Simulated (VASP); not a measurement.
# AlCu (Pm-3m) in VASP: notebook

The runs below take AlCu through single point, with r2SCAN.

All numbers are computed with VASP 6.6.1; they aren't measurements. Logs are shortened: lines on timing, memory, paths and dates and some standing lists are left out, and cuts for length are marked.

**1. The cell of the first run**

Symmetry: Pm-3m, No. 221, cubic system. Conventional cell: a = 2.897 Å, b = 2.897 Å, c = 2.897 Å, α = 90.00°, β = 90.00°, γ = 90.00°. Within 3.3 Å of Al (site symmetry m-3m) lie 8 Cu at 2.51 Å and 6 Al at 2.90 Å. Within 3.3 Å of Cu (site symmetry m-3m) lie 8 Al at 2.51 Å and 6 Cu at 2.90 Å.

**2. Single point, r2SCAN**

Contents of POSCAR:

```
AlCu
1.0
    2.8970626602      0.0000000000      0.0000000000
    0.0000000000      2.8970626602      0.0000000000
    0.0000000000      0.0000000000      2.8970626602
Al Cu
1 1
Direct
    0.0000000000      0.0000000000      0.0000000000
    0.5000000000      0.5000000000      0.5000000000
```

Contents of INCAR.step1:

```
PREC = Accurate
ENCUT = 520
ISMEAR = -1
SIGMA = 0.1
LREAL = False
LASPH = True
NELM = 60
NBANDS = 14
GGA = PE
ALGO = Normal
EDIFF = 1E-4
LWAVE = True
LCHARG = False
```

Contents of INCAR.step2:

```
PREC = Accurate
ENCUT = 520
EDIFF = 1E-6
ISMEAR = -1
SIGMA = 0.1
LREAL = False
LASPH = True
NELM = 60
ALGO = Normal
ISIF = 2
LWAVE = False
LCHARG = True
METAGGA = R2SCAN
LMIXTAU = True
LELF = True
LVHAR = True
NBANDS = 14
ISTART = 1
```

Contents of KPOINTS:

```
Automatic mesh
0
Gamma
  7 7 7
```

Potentials or basis: VASP PAW PBE potentials, release 64 (Al, Cu).

Started as:

```bash
$ cat potpaw_PBE.64/Al/POTCAR potpaw_PBE.64/Cu/POTCAR > POTCAR
$ cp INCAR.step1 INCAR
$ mpirun -np 1 vasp_std > vasp.out
$ cp INCAR.step2 INCAR
$ mpirun -np 1 vasp_std > vasp.out
```

OUTCAR:

```text
PREC = Accurate
   ENCUT = 520
   EDIFF = 1E-6
   ISMEAR = -1
   LREAL = False
   LASPH = True
   NELM = 60
   ISIF = 2
   METAGGA = R2SCAN
   ISTART = 1

 ion  position               nearest neighbor table
   1  0.000  0.000  0.000-   2 2.51   2 2.51   2 2.51   2 2.51   2 2.51   2 2.51   2 2.51   2 2.51

   2  0.500  0.500  0.500-   1 2.51   1 2.51   1 2.51   1 2.51   1 2.51   1 2.51   1 2.51   1 2.51

  LATTYP: Found a simple cubic cell.
 ALAT       =     2.8970626602

  Lattice vectors:

 A1 = (   2.8970626602,   0.0000000000,   0.0000000000)
 A2 = (   0.0000000000,   2.8970626602,   0.0000000000)
 A3 = (   0.0000000000,   0.0000000000,   2.8970626602)

Analysis of symmetry for initial positions (statically):
=====================================================================
 Subroutine PRICEL returns:
 Original cell was already a primitive cell.

 Routine SETGRP: Setting up the symmetry group for a
 simple cubic supercell.

 Subroutine GETGRP returns: Found 48 space group operations
[... 9 lines left out ...]

 Routine SETGRP: Setting up the symmetry group for a
 simple cubic supercell.

 Subroutine GETGRP returns: Found 48 space group operations
[... 11 lines left out ...]
                                     Primitive cell

  volume of cell :      24.3150

  direct lattice vectors                    reciprocal lattice vectors
     2.897062660  0.000000000  0.000000000     0.345177208  0.000000000  0.000000000
     0.000000000  2.897062660  0.000000000     0.000000000  0.345177208  0.000000000
     0.000000000  0.000000000  2.897062660     0.000000000  0.000000000  0.345177208

  length of vectors
     2.897062660  2.897062660  2.897062660     0.345177208  0.345177208  0.345177208

  position of ions in fractional coordinates (direct lattice)
     0.000000000  0.000000000  0.000000000
     0.500000000  0.500000000  0.500000000

  ion indices of the primitive-cell ions
   primitive index   ion index
                 1           1
                 2           2

----------------------------------------------------------------------------------------

 KPOINTS: Automatic mesh

Automatic generation of k-mesh.
 Grid dimensions read from file:
 generate k-points for:    7    7    7

 Generating k-lattice:

  Cartesian coordinates                     Fractional coordinates (reciprocal lattice)
     0.049311030  0.000000000  0.000000000     0.142857143  0.000000000  0.000000000
     0.000000000  0.049311030  0.000000000     0.000000000  0.142857143  0.000000000
     0.000000000  0.000000000  0.049311030     0.000000000  0.000000000  0.142857143

  Length of vectors
     0.049311030  0.049311030  0.049311030

  Shift w.r.t. Gamma in fractional coordinates (k-lattice)
     0.000000000  0.000000000  0.000000000

 Subroutine IBZKPT returns following result:
 ===========================================

 Found     20 irreducible k-points:

 Following reciprocal coordinates:
            Coordinates               Weight
  0.000000  0.000000  0.000000      1.000000
  0.142857  0.000000  0.000000      6.000000
  0.285714  0.000000  0.000000      6.000000
  0.428571  0.000000  0.000000      6.000000
  0.142857  0.142857  0.000000     12.000000
  0.285714  0.142857  0.000000     24.000000
[... 12 lines left out ...]
  0.428571  0.428571  0.285714     24.000000
  0.428571  0.428571  0.428571      8.000000
   k-points           NKPTS =     20   k-points in BZ     NKDIM =     20   number of bands    NBANDS=     14
   number of dos      NEDOS =    301   number of ions     NIONS =      2
   total plane-waves  NPLWV =  13824
   dimension x,y,z NGX =    24 NGY =   24 NGZ =   24
   dimension x,y,z NGXF=    48 NGYF=   48 NGZF=   48
   ions per type =               1   1
   NGX,Y,Z   is equivalent  to a cutoff of  13.77, 13.77, 13.77 a.u.
   NGXF,Y,Z  is equivalent  to a cutoff of  27.54, 27.54, 27.54 a.u.
 SYSTEM =  unknown system
   PREC   = accura    normal or accurate (medium, high low for compatibility)
   ISTART =      1    job   : 0-new  1-cont  2-samecut
   ICHARG =      0    charge: 1-file 2-atom 10-const
   ISPIN  =      1    spin polarized calculation?
   LNONCOLLINEAR =      F non collinear calculations
   LSORBIT =      F    spin-orbit coupling
   LASPH  =      T    aspherical Exc in radial PAW
   ENCUT  =  520.0 eV  38.22 Ry    6.18 a.u.   5.39  5.39  5.39*2*pi/ulx,y,z
   NELM   =     60;   NELMIN=  2; NELMDL=  0     # of ELM steps
   EDIFF  = 0.1E-05   stopping-criterion for ELM
   LREAL  =      F    real-space projection
   EDIFFG = 0.1E-04   stopping-criterion for IOM
   NSW    =      0    number of steps for IOM
   IBRION =     -1    ionic relax: 0-MD 1-quasi-New 2-CG
   NFREE  =      0    steps in history (QN), initial steepest desc. (CG)
   ISIF   =      2    stress and relaxation
   ISYM   =      2    0-nonsym 1-usesym 2-fastsym
   POTIM  = 0.5000    time-step for ionic-motion
   TEBEG  =    0.0;   TEEND  =   0.0 temperature during run
   PSTRESS=    0.0 pullay stress
   NELECT =      14.0000    total number of electrons
   NUPDOWN=      -1.0000    fix difference up-down
   EMIN   =  10.00;   EMAX   =-10.00  energy-range for DOS
   EFERMI =   0.00;   METHOD = LEGACY
   ISMEAR =    -1;   SIGMA  =   0.10  broadening in eV -4-tet -1-fermi 0-gaus
   EFERMI_NEDOS =   21; number of points for ismear=-14 and -15
   IALGO  =     38    algorithm
   IMIX   =      4    mixing-type and parameters
     AMIX     =   0.40;   BMIX     =  1.00
     AMIX_MAG =   1.60;   BMIX_MAG =  1.00
  volume/ion in A,a.u.               =      12.16        82.04
  Fermi-wavevector in a.u.,A,eV,Ry     =   1.361945  2.573703 25.237373  1.854895
  Thomas-Fermi vector in A             =   2.488477
   LORBIT       =      0    0 simple, 1 ext, 2 COOP (PROOUT), +10 PAW based schemes
   METAGGA = R2SCAN    functional components
   LHFCALC =     F    Hartree Fock is set to
   AEXX    =    0.0000 exact exchange contribution
   IVDW    =     0    specifies the selected vdW correction
   LEPSILON=     F    determine dielectric tensor
   LRPA    =     F    only Hartree local field effects (RPA)
 non-spin polarized calculation
  energy-cutoff  :      520.00
  volume of cell :       24.31
 maximum number of plane-waves:       691
 NGX is ok and might be reduce to    24
   NGX = 11   NGY = 11   NGZ = 11

 number of electron      13.9999992 magnetization

 Free energy of the ion-electron system (eV)
  ---------------------------------------------------
  ext. energy  EPLUGINS =         0.00000000
  ---------------------------------------------------
  free energy    TOTEN  =       -17.88630336 eV

  energy without entropy =      -17.86717589  energy(sigma->0) =      -17.87673962

 E-fermi :  10.3729     XC(G=0): -12.9551

 val. band max:       10.1397608792   @ k =   0.4286   0.4286   0.1429
 cond. band min:      10.4535554460   @ k =   0.2857   0.2857   0.2857
 fundamental gap:      0.3137945668
 Fermi energy:        10.3729044487

 k-point     1 :       0.0000    0.0000    0.0000
  band No.  band energies     occupation
      1      -2.6514      2.00000
      2       4.6519      2.00000
      3       4.6519      2.00000
      4       5.9525      2.00000
      5       5.9525      2.00000
      6       5.9525      2.00000
      7      14.7292      0.00000
      8      14.7292      0.00000
      9      14.7292      0.00000
     10      16.9682      0.00000
     11      16.9682      0.00000
     12      23.0618      0.00000
     13      30.7602      0.00000
     14      30.7602      0.00000

 k-point     2 :       0.1429    0.0000    0.0000
  band No.  band energies     occupation
      1      -2.2623      2.00000
      2       4.6543      2.00000
      3       4.7145      2.00000
      4       5.8446      2.00000
      5       5.8446      2.00000
      6       5.9646      2.00000
      7      11.6736      0.00000
      8      15.1930      0.00000
      9      15.1930      0.00000
     10      17.0896      0.00000
     11      19.4789      0.00000
     12      24.5387      0.00000
     13      27.8009      0.00000
     14      27.8009      0.00000

 k-point     3 :       0.2857    0.0000    0.0000
  band No.  band energies     occupation
      1      -1.1174      2.00000
      2       4.3766      2.00000
      3       4.8582      2.00000
      4       5.6193      2.00000
      5       5.6193      2.00000
      6       5.9918      2.00000
      7       8.4260      2.00000
      8      16.4893      0.00000
      9      16.4893      0.00000
     10      17.4257      0.00000
     11      21.4295      0.00000
     12      24.2300      0.00000
     13      24.2300      0.00000
     14      26.5148      0.00000

 k-point     4 :       0.4286    0.0000    0.0000
  band No.  band energies     occupation
      1       0.6963      2.00000
      2       2.8913      2.00000
      3       4.9768      2.00000
      4       5.4529      2.00000
      5       5.4529      2.00000
      6       6.0138      2.00000
      7       6.9306      2.00000
      8      17.7975      0.00000
      9      18.4117      0.00000
     10      18.4117      0.00000
     11      21.1922      0.00000
     12      21.1922      0.00000
     13      23.2321      0.00000
     14      24.6065      0.00000

 k-point     5 :       0.1429    0.1429    0.0000
  band No.  band energies     occupation
      1      -1.8772      2.00000
      2       4.7217      2.00000
      3       4.7338      2.00000
      4       5.7186      2.00000
      5       5.8412      2.00000
      6       5.8775      2.00000
      7      11.6185      0.00001
      8      12.5828      0.00000
      9      15.6504      0.00000
     10      18.3941      0.00000
     11      21.3140      0.00000
[... 208 lines left out ...]
 k-point    18 :       0.4286    0.2857    0.2857
  band No.  band energies     occupation
      1       2.8969      2.00000
      2       4.2896      2.00000
      3       4.6103      2.00000
      4       5.6096      2.00000
      5       5.6383      2.00000
      6       6.4113      2.00000
      7       8.0864      2.00000
      8      12.3147      0.00000
      9      13.8540      0.00000
     10      14.8232      0.00000
     11      16.0139      0.00000
     12      20.1550      0.00000
     13      23.5161      0.00000
     14      30.2915      0.00000

 k-point    19 :       0.4286    0.4286    0.2857
  band No.  band energies     occupation
      1       3.5289      2.00000
      2       4.3524      2.00000
      3       4.4083      2.00000
      4       5.6442      2.00000
      5       6.2057      2.00000
      6       7.2320      2.00000
      7       8.7325      2.00000
      8      10.6206      0.15495
      9      12.4359      0.00000
     10      14.8696      0.00000
     11      16.6445      0.00000
     12      17.6946      0.00000
     13      20.5225      0.00000
     14      32.5034      0.00000

 k-point    20 :       0.4286    0.4286    0.4286
  band No.  band energies     occupation
      1       3.8947      2.00000
      2       4.1578      2.00000
      3       4.1578      2.00000
      4       6.2418      2.00000
      5       6.2418      2.00000
      6       8.6800      2.00000
      7      10.5541      0.28077
      8      10.5541      0.28077
      9      12.8148      0.00000
     10      13.6609      0.00000
     11      13.6609      0.00000
     12      15.3140      0.00000
     13      17.5589      0.00000
     14      36.5885      0.00000

------------------------ aborting loop because EDIFF is reached ----------------------------------------

  FORCE on cell =-STRESS in cart. coord.  units (eV):
  Direction    XX          YY          ZZ          XY          YZ          ZX
  --------------------------------------------------------------------------------------
  -------------------------------------------------------------------------------------
  Total        1.5086654      1.5086654      1.5086654     -0.0000000      0.0000000     -0.0000000
  in kB       99.4099455     99.4099455     99.4099455     -0.0000000      0.0000000     -0.0000000
  external PRESSURE =      99.4099455 kB  Pullay stress =       0.0000000 kB

 VOLUME and BASIS-vectors are now :
 -----------------------------------------------------------------------------
  energy-cutoff  :      520.00
  volume of cell :       24.31
      direct lattice vectors                 reciprocal lattice vectors
     2.897062660  0.000000000  0.000000000     0.345177208  0.000000000  0.000000000
     0.000000000  2.897062660  0.000000000     0.000000000  0.345177208  0.000000000
     0.000000000  0.000000000  2.897062660     0.000000000  0.000000000  0.345177208

 POSITION                                       TOTAL-FORCE (eV/Angst)
 -----------------------------------------------------------------------------------
      0.00000      0.00000      0.00000         0.000000      0.000000      0.000000
      1.44853      1.44853      1.44853         0.000000      0.000000      0.000000
 -----------------------------------------------------------------------------------
    total drift:                                0.000000      0.000000     -0.000000

  FREE ENERGIE OF THE ION-ELECTRON SYSTEM (eV)
  ---------------------------------------------------
  free  energy   TOTEN  =       -17.8863033580 eV

  energy  without entropy=      -17.8671758853  energy(sigma->0) =      -17.87673962
```

Wall time 21 s (1 thread of Intel Xeon Platinum 8488C (Sapphire Rapids), shared host); peak memory 0.14 GiB.

What came out:

| Property | Result |
| --- | --- |
| Free energy | -17.8863 eV |
| Pressure | 9.9 GPa |
| Band gap on the k mesh | zero (band 7 reaches 14.73 eV, above the bottom of band 8 at 9.97 eV) |

Caveat: the PAW data sets were made with another functional, which shifts forces and pressure a little.

**3. Single point, r2SCAN**

This run uses another cell than the first one, of 12.98 Å³/atom, 1.068 times its volume.

Contents of POSCAR:

```
AlCu
1.0
    2.9611600589      0.0000000000      0.0000000000
    0.0000000000      2.9611600589      0.0000000000
    0.0000000000      0.0000000000      2.9611600589
Al Cu
1 1
Direct
    0.0000000000      0.0000000000      0.0000000000
    0.5000000000      0.5000000000      0.5000000000
```

Contents of INCAR.step1:

```
  PREC = Accurate
  ENCUT = 520
  ISMEAR = -1
  SIGMA = 0.1
  LREAL = False
  LASPH = True
  NELM = 100
  NBANDS = 14
  GGA = PE
  ALGO = Normal
  EDIFF = 1E-4
  LWAVE = True
  LCHARG = False
```

Contents of INCAR.step2:

```
  PREC = Accurate
  ENCUT = 520
  EDIFF = 1E-6
  ISMEAR = -1
  SIGMA = 0.1
  LREAL = False
  LASPH = True
  NELM = 100
  ALGO = Normal
  ISIF = 2
  LWAVE = False
  LCHARG = False
  METAGGA = R2SCAN
  LMIXTAU = True
  NBANDS = 14
  ISTART = 1
```

KPOINTS is that of step 2.

Potentials or basis: VASP PAW PBE potentials, release 64 (Al, Cu).

Started as:

```bash
$ cat potpaw_PBE.64/Al/POTCAR potpaw_PBE.64/Cu/POTCAR > POTCAR
$ cp INCAR.step1 INCAR
$ mpirun -np 1 vasp_std > vasp.out
$ cp INCAR.step2 INCAR
$ mpirun -np 1 vasp_std > vasp.out
```

It took 21 s on 1 thread of Intel Xeon Platinum 8488C (Sapphire Rapids), shared host; peak memory 0.14 GiB.

Results (log left out):

| Quantity | Value |
| --- | --- |
| Free energy | -17.9348 eV |
| Pressure | 0.0 GPa |
| Band gap on the k mesh | zero (band 7 reaches 13.68 eV, above the bottom of band 8 at 9.07 eV) |

Levels at points of the mesh, in eV from the Fermi level:
```csv
k point,band 4,band 5,band 6,band 7,band 8,band 9,band 10,band 11
"(0.00, 0.00, 0.00)",-4.18,-4.18,-4.18,4.16,4.16,4.16,6.48,6.48
```

Caveat: the PAW data sets were made with another functional, which shifts forces and pressure a little.

**4. Single point, r2SCAN**

This run uses another cell than the first one, of 12.79 Å³/atom, 1.052 times its volume.

Contents of POSCAR:

```
AlCu
1.0
    2.9466794501      0.0000000000      0.0000000000
    0.0000000000      2.9466794501      0.0000000000
    0.0000000000      0.0000000000      2.9466794501
Al Cu
1 1
Direct
    0.0000000000      0.0000000000      0.0000000000
    0.5000000000      0.5000000000      0.5000000000
```

Contents of INCAR.step1:

```
SYSTEM = AlCu
PREC = Accurate
ENCUT = 520
ISMEAR = -1
SIGMA = 0.1
LREAL = .False.
LASPH = .True.
NELM = 100
NBANDS = 14
GGA = PE
ALGO = Normal
EDIFF = 1E-4
LWAVE = .True.
LCHARG = .False.
```

Contents of INCAR.step2:

```
SYSTEM = AlCu
PREC = Accurate
ENCUT = 520
EDIFF = 1E-6
ISMEAR = -1
SIGMA = 0.1
LREAL = .False.
LASPH = .True.
NELM = 100
ALGO = Normal
ISIF = 2
LWAVE = .False.
LCHARG = .False.
METAGGA = R2SCAN
LMIXTAU = .True.
NBANDS = 14
ISTART = 1
```

Contents of KPOINTS:

```
regular mesh
0
Gamma
  7 7 7
  0 0 0
```

Started as:

```bash
$ cat potpaw_PBE.64/Al/POTCAR potpaw_PBE.64/Cu/POTCAR > POTCAR
$ cp INCAR.step1 INCAR
$ mpirun -np 1 vasp_std > vasp.out
$ cp INCAR.step2 INCAR
$ mpirun -np 1 vasp_std > vasp.out
```

Run time: 21 s. Hardware: 1 thread of Intel Xeon Platinum 8488C (Sapphire Rapids), shared host; peak memory 0.14 GiB.

The run converged. Its results:

| Item | Value |
| --- | --- |
| Free energy | -17.9324 eV |
| Pressure | 2.0 GPa |
| Band gap on the k mesh | zero (band 7 reaches 13.91 eV, above the bottom of band 8 at 9.27 eV) |

Levels at points of the mesh, in eV from the Fermi level:
```
           k point  band 5  band 6  band 7  band 8  band 9  band 10
(0.00, 0.00, 0.00)   -4.23   -4.23    4.20    4.20    4.20     6.51
```

Caveat: the PAW data sets were made with another functional, which shifts forces and pressure a little.

(Continued in part 2 of 2.)
